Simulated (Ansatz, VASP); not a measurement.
Two plane-wave programs on KI

File POSCAR:

```
KI
1.0
    0.0000000000      3.5442852436      3.5442852436
    3.5442852436      0.0000000000      3.5442852436
    3.5442852436      3.5442852436      0.0000000000
K I
1 1
Direct
    0.0000000000      0.0000000000      0.0000000000
    0.5000000000      0.5000000000      0.5000000000
```

INCAR.step1

```
SYSTEM = KI
PREC = Accurate ; ENCUT = 520
EDIFF = 1E-5 ; ISMEAR = 0
SIGMA = 0.01 ; LREAL = .FALSE.
LASPH = .TRUE. ; NELM = 80
ALGO = Normal ; ISIF = 2
LWAVE = .TRUE. ; NBANDS = 15
GGA = PE
```

INCAR.step2

```
SYSTEM = KI
PREC = Accurate ; ENCUT = 520
EDIFF = 1E-6 ; ISMEAR = 0
SIGMA = 0.01 ; LREAL = .FALSE.
LASPH = .TRUE. ; NELM = 80
ALGO = Normal ; ISIF = 2
LWAVE = .FALSE. ; LCHARG = .TRUE.
GGA = PE ; LHFCALC = .TRUE.
HFSCREEN = 0.2079 ; PRECFOCK = Normal
LELF = .TRUE. ; LVHAR = .TRUE.
NBANDS = 15 ; ISTART = 1
```

File KPOINTS:

```
Automatic mesh
0
G
  4 4 4
  0 0 0
```

Input for Ansatz:

```yaml
crystal:
  lattice:
    - [0.0, 3.5442852436, 3.5442852436]
    - [3.5442852436, 0.0, 3.5442852436]
    - [3.5442852436, 3.5442852436, 0.0]
  atoms:
    - { symbol: K, position: [0.0, 0.0, 0.0] }
    - { symbol: I, position: [0.5, 0.5, 0.5] }
kpoints:
  mp_grid: { grid: [4, 4, 4] }
  band_path:
    path:
      - [0.0, 0.0, 0.0]
      - [0.5, 0.0, 0.5]
      - [0.625, 0.25, 0.625]
      - [0.375, 0.375, 0.75]
      - [0.5, 0.5, 0.5]
      - [0.5, 0.25, 0.75]
    npoints: 1
hamiltonian:
  xc: hse06
scf:
  occupations: { method: fixed }
  n_extra_bands: 4
output:
  forces: true
  stress: true
  eigenvalues: true
```

Alike in both runs: task single point; functional HSE06; k mesh 4 × 4 × 4; no spin polarisation.

|  | VASP | Ansatz |
| --- | --- | --- |
| version | VASP 6.6.1 | Ansatz 0.2.0 |
| potentials or method | VASP PAW PBE potentials, release 64 (K_sv, I) | plane waves, PAW |
| plane-wave cutoff (eV) | 520 | 420 |
| occupations | gaussian, width 0.01 eV | fixed |
| valence electrons in the cell | 16 | 26 |

|  | VASP | Ansatz | Ansatz less VASP |
| --- | --- | --- | --- |
| gap on the k mesh at the Fermi level (eV) | 4.93 | 4.94 | +0.011 |
| pressure (GPa) | 0.3 | 0.3 | -0.01 |

VASP's potentials hold 16 valence electrons a cell and Ansatz's 26, so a difference there can come from the potentials and not from the codes. Ansatz's warnings: stress exchange threshold loose, stress scf threshold loose.

Neither program's run includes spin-orbit coupling.
